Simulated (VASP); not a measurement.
# In3As (Pm-3m) in VASP: notebook, part 2 of 2

VASP 6.6.1. The steps go on from the part before.

### 4 Single point, PBEsol

This run uses another cell than the first one, of 20.91 Å³/atom, 1.159 times its volume.

File INCAR:

```
SYSTEM = In3As
ALGO = Normal
EDIFF = 1E-6
ENCUT = 520
GGA = PS
ISIF = 2
ISMEAR = -1
LASPH = .TRUE.
LCHARG = .FALSE.
LREAL = .FALSE.
LWAVE = .FALSE.
NBANDS = 30
NELM = 80
PREC = Accurate
SIGMA = 0.05
```

File KPOINTS:

```
k-points
0
G
  6 6 6
  0 0 0
```

File POSCAR:

```
In3As
1.0
    4.3733196852      0.0000000000      0.0000000000
    0.0000000000      4.3733196852      0.0000000000
    0.0000000000      0.0000000000      4.3733196852
In As
3 1
Direct
    0.5000000000      0.5000000000      0.0000000000
    0.5000000000      0.0000000000      0.5000000000
    0.0000000000      0.5000000000      0.5000000000
    0.0000000000      0.0000000000      0.0000000000
```

Potentials or basis: VASP PAW PBE potentials, release 64 (In_d, As).

Run with:

```bash
cat potpaw_PBE.64/In_d/POTCAR potpaw_PBE.64/As/POTCAR > POTCAR
mpirun -np 1 vasp_std > vasp.out
```

OUTCAR:

```text
SYSTEM = In3As
   EDIFF = 1E-6
   ENCUT = 520
   GGA = PS
   ISIF = 2
   ISMEAR = -1
   LASPH = .TRUE.
   LREAL = .FALSE.
   NELM = 80
   PREC = Accurate

 ion  position               nearest neighbor table
   1  0.500  0.500  0.000-   2 3.09   3 3.09   4 3.09   2 3.09   3 3.09   2 3.09   4 3.09   2 3.09
                             3 3.09   4 3.09   3 3.09   4 3.09
   2  0.500  0.000  0.500-   1 3.09   3 3.09   4 3.09   1 3.09   4 3.09   1 3.09   3 3.09   1 3.09
                             3 3.09   4 3.09   4 3.09   3 3.09
   3  0.000  0.500  0.500-   1 3.09   2 3.09   4 3.09   1 3.09   4 3.09   2 3.09   4 3.09   4 3.09
                             1 3.09   2 3.09   1 3.09   2 3.09
   4  0.000  0.000  0.000-   1 3.09   2 3.09   3 3.09   2 3.09   3 3.09   1 3.09   3 3.09   3 3.09
                             1 3.09   2 3.09   2 3.09   1 3.09

  LATTYP: Found a simple cubic cell.
 ALAT       =     4.3733196852

  Lattice vectors:

 A1 = (   4.3733196852,   0.0000000000,   0.0000000000)
 A2 = (   0.0000000000,   4.3733196852,   0.0000000000)
 A3 = (   0.0000000000,   0.0000000000,   4.3733196852)

Analysis of symmetry for initial positions (statically):
=====================================================================
 Subroutine PRICEL returns:
 Original cell was already a primitive cell.

 Routine SETGRP: Setting up the symmetry group for a
 simple cubic supercell.

 Subroutine GETGRP returns: Found 48 space group operations
 (whereof 48 operations were pure point group operations)
 out of a pool of 48 trial point group operations.

The static configuration has the point symmetry O_h .

Analysis of symmetry for dynamics (positions and initial velocities):
=====================================================================
 Subroutine PRICEL returns:
 Original cell was already a primitive cell.

 Routine SETGRP: Setting up the symmetry group for a
 simple cubic supercell.

 Subroutine GETGRP returns: Found 48 space group operations
 (whereof 48 operations were pure point group operations)
 out of a pool of 48 trial point group operations.

The dynamic configuration has the point symmetry O_h .

 Subroutine INISYM returns: Found 48 space group operations
 (whereof 48 operations are pure point group operations),
 and found     1 'primitive' translations

----------------------------------------------------------------------------------------

                                     Primitive cell

  volume of cell :      83.6438

  direct lattice vectors                    reciprocal lattice vectors
     4.373319685  0.000000000  0.000000000     0.228659250  0.000000000  0.000000000
     0.000000000  4.373319685  0.000000000     0.000000000  0.228659250  0.000000000
     0.000000000  0.000000000  4.373319685     0.000000000  0.000000000  0.228659250

  length of vectors
     4.373319685  4.373319685  4.373319685     0.228659250  0.228659250  0.228659250

  position of ions in fractional coordinates (direct lattice)
     0.500000000  0.500000000  0.000000000
     0.500000000  0.000000000  0.500000000
     0.000000000  0.500000000  0.500000000
     0.000000000  0.000000000  0.000000000

  ion indices of the primitive-cell ions
   primitive index   ion index
                 1           1
[... 25 lines left out ...]
 Subroutine IBZKPT returns following result:
 ===========================================

 Found     20 irreducible k-points:

 Following reciprocal coordinates:
            Coordinates               Weight
  0.000000  0.000000  0.000000      1.000000
  0.166667  0.000000  0.000000      6.000000
  0.333333  0.000000  0.000000      6.000000
  0.500000  0.000000  0.000000      3.000000
  0.166667  0.166667  0.000000     12.000000
  0.333333  0.166667  0.000000     24.000000
[... 12 lines left out ...]
  0.500000  0.500000  0.333333      6.000000
  0.500000  0.500000  0.500000      1.000000
   k-points           NKPTS =     20   k-points in BZ     NKDIM =     20   number of bands    NBANDS=     30
   number of dos      NEDOS =    301   number of ions     NIONS =      4
   total plane-waves  NPLWV =  46656
   dimension x,y,z NGX =    36 NGY =   36 NGZ =   36
   dimension x,y,z NGXF=    72 NGYF=   72 NGZF=   72
   ions per type =               3   1
   NGX,Y,Z   is equivalent  to a cutoff of  13.68, 13.68, 13.68 a.u.
   NGXF,Y,Z  is equivalent  to a cutoff of  27.37, 27.37, 27.37 a.u.
 SYSTEM =  In3As
   PREC   = accura    normal or accurate (medium, high low for compatibility)
   ISTART =      0    job   : 0-new  1-cont  2-samecut
   ICHARG =      2    charge: 1-file 2-atom 10-const
   ISPIN  =      1    spin polarized calculation?
   LNONCOLLINEAR =      F non collinear calculations
   LSORBIT =      F    spin-orbit coupling
   LASPH  =      T    aspherical Exc in radial PAW
   ENCUT  =  520.0 eV  38.22 Ry    6.18 a.u.   8.13  8.13  8.13*2*pi/ulx,y,z
   NELM   =     80;   NELMIN=  2; NELMDL= -5     # of ELM steps
   EDIFF  = 0.1E-05   stopping-criterion for ELM
   LREAL  =      F    real-space projection
   EDIFFG = 0.1E-04   stopping-criterion for IOM
   NSW    =      0    number of steps for IOM
   IBRION =     -1    ionic relax: 0-MD 1-quasi-New 2-CG
   NFREE  =      0    steps in history (QN), initial steepest desc. (CG)
   ISIF   =      2    stress and relaxation
   ISYM   =      2    0-nonsym 1-usesym 2-fastsym
   POTIM  = 0.5000    time-step for ionic-motion
   TEBEG  =    0.0;   TEEND  =   0.0 temperature during run
   PSTRESS=    0.0 pullay stress
   NELECT =      44.0000    total number of electrons
   NUPDOWN=      -1.0000    fix difference up-down
   EMIN   =  10.00;   EMAX   =-10.00  energy-range for DOS
   EFERMI =   0.00;   METHOD = LEGACY
   ISMEAR =    -1;   SIGMA  =   0.05  broadening in eV -4-tet -1-fermi 0-gaus
   EFERMI_NEDOS =   21; number of points for ismear=-14 and -15
   IALGO  =     38    algorithm
   IMIX   =      4    mixing-type and parameters
     AMIX     =   0.40;   BMIX     =  1.00
     AMIX_MAG =   1.60;   BMIX_MAG =  1.00
  volume/ion in A,a.u.               =      20.91       141.11
  Fermi-wavevector in a.u.,A,eV,Ry     =   1.321543  2.497353 23.762233  1.746475
  Thomas-Fermi vector in A             =   2.451289
   LORBIT       =      0    0 simple, 1 ext, 2 COOP (PROOUT), +10 PAW based schemes
   GGA     = PS    functional components
   LHFCALC =     F    Hartree Fock is set to
   AEXX    =    0.0000 exact exchange contribution
   IVDW    =     0    specifies the selected vdW correction
   LEPSILON=     F    determine dielectric tensor
   LRPA    =     F    only Hartree local field effects (RPA)
 non-spin polarized calculation
  energy-cutoff  :      520.00
  volume of cell :       83.64
 maximum number of plane-waves:      2301
 NGX is ok and might be reduce to    36
   NGX = 17   NGY = 17   NGZ = 17

 number of electron      43.9999976 magnetization

 Free energy of the ion-electron system (eV)
  ---------------------------------------------------
  ext. energy  EPLUGINS =         0.00000000
  ---------------------------------------------------
  free energy    TOTEN  =       -13.40313422 eV

  energy without entropy =      -13.38728211  energy(sigma->0) =      -13.39520817

 E-fermi :   8.9676     XC(G=0): -11.2409

 val. band max:        8.9440011130   @ k =   0.3333   0.3333   0.3333
 cond. band min:       8.9813627773   @ k =   0.3333   0.1667   0.0000
 fundamental gap:      0.0373616642
 Fermi energy:         8.9675822045

 k-point     1 :       0.0000    0.0000    0.0000
  band No.  band energies     occupation
      1      -6.1766      2.00000
      2      -6.1044      2.00000
      3      -6.1044      2.00000
      4      -6.1044      2.00000
      5      -5.8551      2.00000
      6      -5.8551      2.00000
[... 649 lines left out ...]
     29      19.5487      0.00000
     30      19.5494      0.00000

------------------------ aborting loop because EDIFF is reached ----------------------------------------

  FORCE on cell =-STRESS in cart. coord.  units (eV):
  Direction    XX          YY          ZZ          XY          YZ          ZX
  --------------------------------------------------------------------------------------
  -------------------------------------------------------------------------------------
  Total        5.2126817      5.2126817      5.2126817      0.0000000      0.0000000      0.0000000
  in kB       99.8477114     99.8477114     99.8477114      0.0000000      0.0000000      0.0000000
  external PRESSURE =      99.8477114 kB  Pullay stress =       0.0000000 kB

 VOLUME and BASIS-vectors are now :
 -----------------------------------------------------------------------------
  energy-cutoff  :      520.00
  volume of cell :       83.64
      direct lattice vectors                 reciprocal lattice vectors
     4.373319685  0.000000000  0.000000000     0.228659250  0.000000000  0.000000000
     0.000000000  4.373319685  0.000000000     0.000000000  0.228659250  0.000000000
     0.000000000  0.000000000  4.373319685     0.000000000  0.000000000  0.228659250

 POSITION                                       TOTAL-FORCE (eV/Angst)
 -----------------------------------------------------------------------------------
      2.18666      2.18666      0.00000         0.000000      0.000000      0.000000
      2.18666      0.00000      2.18666         0.000000      0.000000      0.000000
      0.00000      2.18666      2.18666         0.000000      0.000000      0.000000
      0.00000      0.00000      0.00000         0.000000      0.000000      0.000000
 -----------------------------------------------------------------------------------
    total drift:                                0.000000      0.000000      0.000000

  FREE ENERGIE OF THE ION-ELECTRON SYSTEM (eV)
  ---------------------------------------------------
  free  energy   TOTEN  =       -13.4031342238 eV

  energy  without entropy=      -13.3872821098  energy(sigma->0) =      -13.39520817
```

stdout:

```text
POSCAR found type information on POSCAR InAs
 POSCAR found :  2 types and       4 ions
 scaLAPACK will be used
 -----------------------------------------------------------------------------
|                                                                             |
|                                                                             |
|     You enforced a specific xc type in the INCAR file but a different       |
|     I HOPE YOU KNOW WHAT YOU ARE DOING!                                     |
|                                                                             |
 -----------------------------------------------------------------------------

 LDA part: xc-table for (Slater+PW92), standard interpolation
 POSCAR, INCAR and KPOINTS ok, starting setup
 FFT: planning ... GRIDC
 FFT: planning ... GRID_SOFT
 FFT: planning ... GRID
 WAVECAR not read
 entering main loop
```

Wall time 54 s (1 thread of Intel Xeon 6975P-C, shared host); peak memory 0.22 GiB.

What came out:

```yaml
Free_energy: -13.4031 eV
Pressure: 10.0 GPa
Band_gap_on_the_k_mesh: zero (band 22 reaches 9.78 eV, above the bottom of band 23 at 4.58 eV)
```

Caveat: the PAW data sets were made with another functional, which shifts forces and pressure a little; spin-orbit coupling is left out, which moves the levels of the heavy elements.

### 5 Single point, PBEsol

This run uses another cell than the first one, of 22.19 Å³/atom, 1.229 times its volume.

File INCAR:

```
SYSTEM = In3As
  PREC = Accurate
  ENCUT = 520
  EDIFF = 1E-7
  ISMEAR = -1
  SIGMA = 0.05
  LREAL = .FALSE.
  LASPH = .TRUE.
  NELM = 100
  ALGO = Fast
  ISIF = 2
  LWAVE = .FALSE.
  LCHARG = .FALSE.
  GGA = PS
  NBANDS = 30
```

File KPOINTS:

```
Automatic mesh
0
G
  6 6 6
  0 0 0
```

File POSCAR:

```
In3As
1.0
    4.4607732219      0.0000000000      0.0000000000
    0.0000000000      4.4607732219      0.0000000000
    0.0000000000      0.0000000000      4.4607732219
In As
3 1
Direct
    0.5000000000      0.5000000000      0.0000000000
    0.5000000000      0.0000000000      0.5000000000
    0.0000000000      0.5000000000      0.5000000000
    0.0000000000      0.0000000000      0.0000000000
```

Run with:

```bash
cat potpaw_PBE.64/In_d/POTCAR potpaw_PBE.64/As/POTCAR > POTCAR
mpirun -np 1 vasp_std > vasp.out
```

Wall time 80 s (1 thread of Intel Xeon 6975P-C, shared host); peak memory 0.22 GiB.

It converged, with:

* Free energy: -13.6408 eV
* Pressure: 5.0 GPa
* Band gap on the k mesh: zero (band 22 reaches 8.87 eV, above the bottom of band 23 at 4.10 eV)

Levels at points of the mesh, in eV from the Fermi level:
```csv
k point,band 19,band 20,band 21,band 22,band 23,band 24,band 25,band 26
"(0.00, 0.00, 0.00)",-3.48,-3.48,-1.72,-1.72,2.20,2.20,2.20,4.85
"(0.50, 0.00, 0.00)",-1.96,-1.96,-0.77,-0.31,-0.31,-0.08,1.22,5.17
"(0.50, 0.50, 0.00)",-6.46,-0.97,-0.52,0.70,0.70,1.87,1.87,2.05
"(0.50, 0.50, 0.50)",-4.76,-4.38,-4.38,-4.38,-4.03,5.33,5.33,5.33
```

Caveat: the PAW data sets were made with another functional, which shifts forces and pressure a little; spin-orbit coupling is left out, which moves the levels of the heavy elements.

### 6 Single point, PBEsol

This run uses another cell than the first one, of 23.26 Å³/atom, 1.289 times its volume.

File INCAR:

```
PREC     = Accurate       # precision mode
ENCUT    = 520            # plane-wave cutoff, eV
EDIFF    = 1E-7           # SCF threshold, eV
ISMEAR   = -1             # smearing method
SIGMA    = 0.05           # smearing width, eV
LREAL    = False          # projectors in reciprocal space
LASPH    = True           # aspherical terms in the spheres
NELM     = 100            # most SCF steps
ALGO     = Fast           # electronic algorithm
ISIF     = 2              # what is computed and relaxed
LWAVE    = False          # write WAVECAR
LCHARG   = True           # write CHGCAR
GGA      = PS             # functional
LELF     = True           # ELF
LVHAR    = True         
NBANDS   = 30             # bands
```

File KPOINTS:

```
regular mesh
0
Gamma
  6 6 6
```

File POSCAR:

```
In3As
1.0
    4.5311839779      0.0000000000      0.0000000000
    0.0000000000      4.5311839779      0.0000000000
    0.0000000000      0.0000000000      4.5311839779
In As
3 1
Direct
    0.5000000000      0.5000000000      0.0000000000
    0.5000000000      0.0000000000      0.5000000000
    0.0000000000      0.5000000000      0.5000000000
    0.0000000000      0.0000000000      0.0000000000
```

Potentials or basis: VASP PAW PBE potentials, release 64 (In_d, As).

Run with:

```bash
cat potpaw_PBE.64/In_d/POTCAR potpaw_PBE.64/As/POTCAR > POTCAR
mpirun -np 1 vasp_std > vasp.out
```

Run time: 89 s. Hardware: 1 thread of Intel Xeon 6975P-C, shared host; peak memory 0.23 GiB.

The run converged. Its results:

- Free energy: -13.7346 eV
- Pressure: 2.0 GPa
- Band gap on the k mesh: zero (band 22 reaches 8.19 eV, above the bottom of band 23 at 3.74 eV)

Levels at points of the mesh, in eV from the Fermi level:
```csv
k point,band 19,band 20,band 21,band 22,band 23,band 24,band 25,band 26
"(0.00, 0.00, 0.00)",-3.24,-3.24,-1.76,-1.76,2.18,2.18,2.18,4.76
"(0.50, 0.00, 0.00)",-1.80,-1.80,-0.91,-0.20,-0.20,-0.02,1.32,5.02
"(0.50, 0.50, 0.00)",-6.21,-0.87,-0.46,0.63,0.63,1.91,1.91,1.96
"(0.50, 0.50, 0.50)",-4.45,-4.30,-4.30,-4.30,-3.78,5.13,5.13,5.13
```

Caveat: the PAW data sets were made with another functional, which shifts forces and pressure a little; spin-orbit coupling is left out, which moves the levels of the heavy elements.

### 7 The runs side by side

| cell | gap on the mesh (eV) | pressure (GPa) |
| --- | --- | --- |
| a = 4.164 Å, 4 atoms | none | 30.2 |
| a = 4.252 Å, 4 atoms | none | 20.1 |
| a = 4.373 Å, 4 atoms | none | 10.0 |
| a = 4.461 Å, 4 atoms | none | 5.0 |
| a = 4.531 Å, 4 atoms | none | 2.0 |

Alike in all rows: task single point; level PBEsol; potentials or basis VASP PAW PBE potentials, release 64 (In_d, As); no spin polarisation; k mesh 6 × 6 × 6; cutoff (eV) 520; smearing fermi-dirac 0.05 eV.

Caveats: the PAW data sets were made with another functional, which shifts forces and pressure a little; spin-orbit coupling is left out, which moves the levels of the heavy elements.

Total energies depend on the potentials used, so only differences within one code and one set of settings carry meaning.
